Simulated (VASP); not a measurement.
# V (Cmce) in VASP: single point with PBE

Aim: the single point of V with PBE.

Program: VASP 6.6.1. These are calculated values, not measurements. Logs are shortened: lines on timing, memory, paths and dates and some standing lists are left out, and cuts for length are marked.

## 1. The cell of the first run

The structure is orthorhombic, space group Cmce (No. 64). The conventional cell has a = 5.329 Å, b = 9.021 Å, c = 5.348 Å, α = 90.00°, β = 90.00°, γ = 90.00°. Within 3.9 Å of V (site symmetry m) lie 7 V at 2.95 to 3.28 Å.

## 2. Single point, PBE, collinear spin, ferromagnetic start

Contents of INCAR:

```
PREC     = Accurate       # precision mode
ENCUT    = 520            # plane-wave cutoff, eV
EDIFF    = 1E-6           # SCF threshold, eV
ISMEAR   = 0              # smearing method
SIGMA    = 0.1            # smearing width, eV
LREAL    = F              # projectors in reciprocal space
LASPH    = T              # aspherical terms in the spheres
NELM     = 150            # most SCF steps
ALGO     = Normal         # electronic algorithm
ISIF     = 2              # what is computed and relaxed
LWAVE    = F              # write WAVECAR
LCHARG   = F              # write CHGCAR
ISPIN    = 2              # spin polarisation
MAGMOM   = 2 2 2 2        # initial moments
LORBIT   = 11             # projections on sites
LMAXMIX  = 4              # l up to which the mixer works
GGA      = PE             # functional
NBANDS   = 38             # bands
```

Contents of KPOINTS:

```
regular mesh
0
Gamma
  4 4 4
```

Contents of POSCAR:

```
V
1.0
    2.6647449099     -4.5105916128      0.0000000000
    2.6647449099      4.5105916128      0.0000000000
    0.0000000000      0.0000000000      5.3484018794
V
4
Direct
    0.6562923084      0.3437076916      0.4174800566
    0.8437076916      0.1562923084      0.9174800566
    0.3437076916      0.6562923084      0.5825199434
    0.1562923084      0.8437076916      0.0825199434
```

Potentials or basis: VASP PAW PBE potentials, release 64 (V_sv).

Launch:

```sh
cat potpaw_PBE.64/V_sv/POTCAR > POTCAR
mpirun -np 1 vasp_std > vasp.out
```

OUTCAR:

```text
PREC = Accurate
   ENCUT = 520
   EDIFF = 1E-6
   ISMEAR = 0
   LREAL = F
   LASPH = T
   NELM = 150
   ISIF = 2
   ISPIN = 2
   LORBIT = 11
   GGA = PE

 ion  position               nearest neighbor table
   1  0.656  0.344  0.417-
   2  0.844  0.156  0.917-
   3  0.344  0.656  0.583-
   4  0.156  0.844  0.083-

  LATTYP: Found a base centered orthorhombic cell.
 ALAT       =     5.3294898198
 B/A-ratio  =     1.6926917080
 C/A-ratio  =     1.0035485685

  Lattice vectors:

 A1 = (   2.6647449099,  -4.5105916128,   0.0000000000)
 A2 = (   2.6647449099,   4.5105916128,   0.0000000000)
 A3 = (   0.0000000000,   0.0000000000,   5.3484018794)

Analysis of symmetry for initial positions (statically):
=====================================================================
 Subroutine PRICEL returns:
 Original cell was already a primitive cell.

 Routine SETGRP: Setting up the symmetry group for a
 base centered orthorhombic supercell.

 Subroutine GETGRP returns: Found  8 space group operations
 (whereof  4 operations were pure point group operations)
 out of a pool of  8 trial point group operations.

The static configuration has the point symmetry C_2h.
 The point group associated with its full space group is D_2h.

Analysis of symmetry for dynamics (positions and initial velocities):
=====================================================================
 Subroutine PRICEL returns:
 Original cell was already a primitive cell.

 Routine SETGRP: Setting up the symmetry group for a
 base centered orthorhombic supercell.

 Subroutine GETGRP returns: Found  8 space group operations
 (whereof  4 operations were pure point group operations)
 out of a pool of  8 trial point group operations.

The dynamic configuration has the point symmetry C_2h.
 The point group associated with its full space group is D_2h.

Analysis of structural, dynamic, and magnetic symmetry:
=====================================================================
 Subroutine PRICEL returns:
 Original cell was already a primitive cell.

 Routine SETGRP: Setting up the symmetry group for a
 base centered orthorhombic supercell.

 Subroutine GETGRP returns: Found  8 space group operations
 (whereof  4 operations were pure point group operations)
 out of a pool of  8 trial point group operations.

The overall configuration has the point symmetry C_2h.
 The point group associated with its full space group is D_2h.

 Subroutine INISYM returns: Found  8 space group operations
 (whereof  4 operations are pure point group operations),
 and found     1 'primitive' translations

----------------------------------------------------------------------------------------

                                     Primitive cell

  volume of cell :     128.5710

  direct lattice vectors                    reciprocal lattice vectors
     2.664744910 -4.510591613  0.000000000     0.187635221 -0.110850204  0.000000000
     2.664744910  4.510591613  0.000000000     0.187635221  0.110850204  0.000000000
     0.000000000  0.000000000  5.348401879     0.000000000  0.000000000  0.186971739

  length of vectors
     5.238921848  5.238921848  5.348401879     0.217932888  0.217932888  0.186971739

  position of ions in fractional coordinates (direct lattice)
     0.656292308  0.343707692  0.417480057
     0.843707692  0.156292308  0.917480057
     0.343707692  0.656292308  0.582519943
     0.156292308  0.843707692  0.082519943

  ion indices of the primitive-cell ions
   primitive index   ion index
                 1           1
                 2           2
                 3           3
                 4           4

----------------------------------------------------------------------------------------

 KPOINTS: regular mesh

Automatic generation of k-mesh.
 Grid dimensions read from file:
 generate k-points for:    4    4    4

 Generating k-lattice:

  Cartesian coordinates                     Fractional coordinates (reciprocal lattice)
     0.046908805 -0.027712551  0.000000000     0.250000000 -0.000000000  0.000000000
     0.046908805  0.027712551  0.000000000    -0.000000000  0.250000000  0.000000000
     0.000000000  0.000000000  0.046742935     0.000000000  0.000000000  0.250000000

  Length of vectors
     0.054483222  0.054483222  0.046742935

  Shift w.r.t. Gamma in fractional coordinates (k-lattice)
     0.000000000  0.000000000  0.000000000

 Subroutine IBZKPT returns following result:
 ===========================================

 Found     21 irreducible k-points:

 Following reciprocal coordinates:
            Coordinates               Weight
  0.000000  0.000000  0.000000      1.000000
  0.250000 -0.000000  0.000000      4.000000
  0.500000 -0.000000  0.000000      2.000000
  0.250000  0.250000  0.000000      2.000000
  0.500000  0.250000  0.000000      4.000000
 -0.250000  0.250000  0.000000      2.000000
[... 13 lines left out ...]
 -0.250000  0.250000  0.500000      2.000000
  0.500000  0.500000  0.500000      1.000000
   k-points           NKPTS =     21   k-points in BZ     NKDIM =     21   number of bands    NBANDS=     38
   number of dos      NEDOS =    301   number of ions     NIONS =      4
   total plane-waves  NPLWV =  64000
   dimension x,y,z NGX =    40 NGY =   40 NGZ =   40
   dimension x,y,z NGXF=    80 NGYF=   80 NGZF=   80
   ions per type =               4
   NGX,Y,Z   is equivalent  to a cutoff of  12.69, 12.69, 12.43 a.u.
   NGXF,Y,Z  is equivalent  to a cutoff of  25.39, 25.39, 24.87 a.u.
 SYSTEM =  unknown system
   PREC   = accura    normal or accurate (medium, high low for compatibility)
   ISTART =      0    job   : 0-new  1-cont  2-samecut
   ICHARG =      2    charge: 1-file 2-atom 10-const
   ISPIN  =      2    spin polarized calculation?
   LNONCOLLINEAR =      F non collinear calculations
   LSORBIT =      F    spin-orbit coupling
   LASPH  =      T    aspherical Exc in radial PAW
   ENCUT  =  520.0 eV  38.22 Ry    6.18 a.u.   9.74  9.74  9.94*2*pi/ulx,y,z
   NELM   =    150;   NELMIN=  2; NELMDL= -5     # of ELM steps
   EDIFF  = 0.1E-05   stopping-criterion for ELM
   LREAL  =      F    real-space projection
   EDIFFG = 0.1E-04   stopping-criterion for IOM
   NSW    =      0    number of steps for IOM
   IBRION =     -1    ionic relax: 0-MD 1-quasi-New 2-CG
   NFREE  =      0    steps in history (QN), initial steepest desc. (CG)
   ISIF   =      2    stress and relaxation
   ISYM   =      2    0-nonsym 1-usesym 2-fastsym
   POTIM  = 0.5000    time-step for ionic-motion
   TEBEG  =    0.0;   TEEND  =   0.0 temperature during run
   PSTRESS=    0.0 pullay stress
   NELECT =      52.0000    total number of electrons
   NUPDOWN=      -1.0000    fix difference up-down
   EMIN   =  10.00;   EMAX   =-10.00  energy-range for DOS
   EFERMI =   0.00;   METHOD = LEGACY
   ISMEAR =     0;   SIGMA  =   0.10  broadening in eV -4-tet -1-fermi 0-gaus
   EFERMI_NEDOS =   21; number of points for ismear=-14 and -15
   IALGO  =     38    algorithm
   IMIX   =      4    mixing-type and parameters
     AMIX     =   0.40;   BMIX     =  1.00
     AMIX_MAG =   1.60;   BMIX_MAG =  1.00
  volume/ion in A,a.u.               =      32.14       216.91
  Fermi-wavevector in a.u.,A,eV,Ry     =   1.210677  2.287847 19.942580  1.465738
  Thomas-Fermi vector in A             =   2.346216
   LORBIT       =     11    0 simple, 1 ext, 2 COOP (PROOUT), +10 PAW based schemes
   GGA     = PE    functional components
   LHFCALC =     F    Hartree Fock is set to
   AEXX    =    0.0000 exact exchange contribution
   IVDW    =     0    specifies the selected vdW correction
   LEPSILON=     F    determine dielectric tensor
   LRPA    =     F    only Hartree local field effects (RPA)
 spin polarized calculation
 Gauss-broadening in eV      SIGMA  =   0.10
  energy-cutoff  :      520.00
  volume of cell :      128.57
 maximum number of plane-waves:      3476
 NGX is ok and might be reduce to    40
   NGX = 19   NGY = 19   NGZ = 19

 number of electron      51.9999979 magnetization       9.8167627

 number of electron      51.9999979 magnetization      13.8870732

 Free energy of the ion-electron system (eV)
  ---------------------------------------------------
  ext. energy  EPLUGINS =         0.00000000
  ---------------------------------------------------
  free energy    TOTEN  =       -25.63068490 eV

  energy without entropy =      -25.58718549  energy(sigma->0) =      -25.60893519

 E-fermi :   2.6353     XC(G=0):  -8.5755

 val. band max:        2.6334842487   @ k =   0.2500  -0.0000   0.0000
 cond. band min:       2.6447709590   @ k =   0.2500   0.2500   0.2500
 fundamental gap:      0.0112867104
 Fermi energy:         2.6353398556

 spin component 1

 k-point     1 :       0.0000    0.0000    0.0000
  band No.  band energies     occupation
      1     -62.6267      1.00000
      2     -62.6138      1.00000
      3     -62.6076      1.00000
      4     -62.6064      1.00000
      5     -36.5659      1.00000
      6     -36.5501      1.00000
[... 30 lines left out ...]
     37       3.1552      0.00000
     38       4.0455      0.00000

 k-point     2 :       0.2500   -0.0000    0.0000
  band No.  band energies     occupation
      1     -62.6245      1.00000
      2     -62.6150      1.00000
      3     -62.6082      1.00000
      4     -62.6069      1.00000
      5     -36.5641      1.00000
      6     -36.5522      1.00000
[... 30 lines left out ...]
     37       3.0351      0.00000
     38       3.6474      0.00000
[... 736 lines left out ...]
     37       2.9935      0.00000
     38       2.9935      0.00000

 k-point    21 :       0.5000    0.5000    0.5000
  band No.  band energies     occupation
      1     -62.6173      1.00000
      2     -62.6173      1.00000
      3     -62.6099      1.00000
      4     -62.6099      1.00000
      5     -36.5574      1.00000
      6     -36.5574      1.00000
[... 30 lines left out ...]
     37       3.0695      0.00000
     38       3.0695      0.00000
 Fermi energy:         2.6353398556

 spin component 2

 k-point     1 :       0.0000    0.0000    0.0000
  band No.  band energies     occupation
      1     -59.8836      1.00000
      2     -59.8700      1.00000
      3     -59.8638      1.00000
      4     -59.8625      1.00000
      5     -33.8826      1.00000
      6     -33.8750      1.00000
[... 30 lines left out ...]
     37       5.7498      0.00000
     38       6.2656      0.00000

 k-point     2 :       0.2500   -0.0000    0.0000
  band No.  band energies     occupation
      1     -59.8812      1.00000
      2     -59.8712      1.00000
      3     -59.8644      1.00000
      4     -59.8630      1.00000
      5     -33.8829      1.00000
      6     -33.8767      1.00000
[... 30 lines left out ...]
     37       5.6093      0.00000
     38       5.9042      0.00000
[... 736 lines left out ...]
     37       5.5517      0.00000
     38       5.5517      0.00000

 k-point    21 :       0.5000    0.5000    0.5000
  band No.  band energies     occupation
      1     -59.8737      1.00000
      2     -59.8737      1.00000
      3     -59.8662      1.00000
      4     -59.8662      1.00000
      5     -33.8801      1.00000
      6     -33.8801      1.00000
[... 30 lines left out ...]
     37       5.6106      0.00000
     38       5.6106      0.00000

------------------------ aborting loop because EDIFF is reached ----------------------------------------

  FORCE on cell =-STRESS in cart. coord.  units (eV):
  Direction    XX          YY          ZZ          XY          YZ          ZX
  --------------------------------------------------------------------------------------
  -------------------------------------------------------------------------------------
  Total       -8.6170862     -7.4520391     -8.2645789      0.0000000     -0.0000000      0.0000000
  in kB     -107.3810984    -92.8629615   -102.9883581      0.0000000     -0.0000000      0.0000000
  external PRESSURE =    -101.0774727 kB  Pullay stress =       0.0000000 kB

 VOLUME and BASIS-vectors are now :
 -----------------------------------------------------------------------------
  energy-cutoff  :      520.00
  volume of cell :      128.57
      direct lattice vectors                 reciprocal lattice vectors
     2.664744910 -4.510591613  0.000000000     0.187635221 -0.110850204  0.000000000
     2.664744910  4.510591613  0.000000000     0.187635221  0.110850204  0.000000000
     0.000000000  0.000000000  5.348401879     0.000000000  0.000000000  0.186971739

 POSITION                                       TOTAL-FORCE (eV/Angst)
 -----------------------------------------------------------------------------------
      2.66474     -1.40994      2.23285         0.000000     -0.116735      0.050131
      2.66474     -3.10065      4.90705         0.000000      0.116735      0.050131
      2.66474      1.40994      3.11555         0.000000      0.116735     -0.050131
      2.66474      3.10065      0.44135         0.000000     -0.116735     -0.050131
 -----------------------------------------------------------------------------------
    total drift:                               -0.000000     -0.000000     -0.000000

  FREE ENERGIE OF THE ION-ELECTRON SYSTEM (eV)
  ---------------------------------------------------
  free  energy   TOTEN  =       -25.6306848954 eV

  energy  without entropy=      -25.5871854897  energy(sigma->0) =      -25.60893519

 total charge

# of ion       s       p       d       tot
------------------------------------------
    1        2.242   6.044   2.926  11.211
    2        2.242   6.044   2.926  11.211
    3        2.242   6.044   2.926  11.211
    4        2.242   6.044   2.926  11.211
--------------------------------------------------
tot          8.968  24.174  11.703  44.845

 magnetization (x)

# of ion       s       p       d       tot
------------------------------------------
    1        0.031   0.045   2.724   2.799
    2        0.031   0.045   2.724   2.799
    3        0.031   0.045   2.724   2.799
    4        0.031   0.045   2.724   2.799
--------------------------------------------------
tot          0.124   0.179  10.895  11.198
```

Wall time 1.9 min (1 thread of Intel Xeon 6975P-C (Granite Rapids), shared host); peak memory 0.34 GiB.

What came out:

- Free energy: -25.6307 eV
- Pressure: -10.1 GPa
- Largest force: 0.127 eV/Å
- Net moment: 13.89 μB per cell
- Site moments: V +2.80 μB
- Valence electrons inside the program's atomic spheres: V 11.21

Forces in eV/Å, atoms in the order of the input:
```
V    0.000 -0.117  0.050
V    0.000  0.117  0.050
V    0.000  0.117 -0.050
V    0.000 -0.117 -0.050
```
